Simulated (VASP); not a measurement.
Runs of VASP 6.6.1 on PtSe2. The structure is that of space group P-3m1 (No. 164), or close to it. The cells are those of the table. 

```csv
cell,gap on the mesh (eV),pressure (GPa),largest force (eV/Å)
"a = 4.337, b = 4.337, c = 4.822 Å, angles 90.0, 90.0, 120.0°, 3 atoms",none,-17.0,1.10
"a = 3.206, b = 3.206, c = 4.822 Å, angles 90.0, 90.0, 120.0°, 3 atoms",none,104.4,(b)
"a = 4.054, b = 4.054, c = 4.822 Å, angles 90.0, 90.0, 120.0°, 3 atoms",none,(c),0.96
"a = 3.489, b = 3.489, c = 4.822 Å, angles 90.0, 90.0, 120.0°, 3 atoms",none,(a),2.21
```

Alike in all rows: task single point; level PBE+D3(BJ); potentials or basis VASP PAW PBE potentials, release 64 (Pt, Se); no spin polarisation; k mesh 12 × 12 × 8; cutoff (eV) 520; smearing gaussian 0.15 eV.

Problem. Fill in the values left out.

Solution. (a) 33.2; (b) 6.68; (c) -14.0.

Caveats: spin-orbit coupling is left out, which moves the levels of the heavy elements; pairwise dispersion overbinds metals, which lowers pressure and volume; forces of over 1 eV/Å act on the atoms, so gaps and moduli don't describe the material at rest (some runs).

A k mesh can miss the band edges, and the runs leave out spin-orbit coupling on Pt, Se.

A gap of «none» marks levels without a gap at the run's occupations.
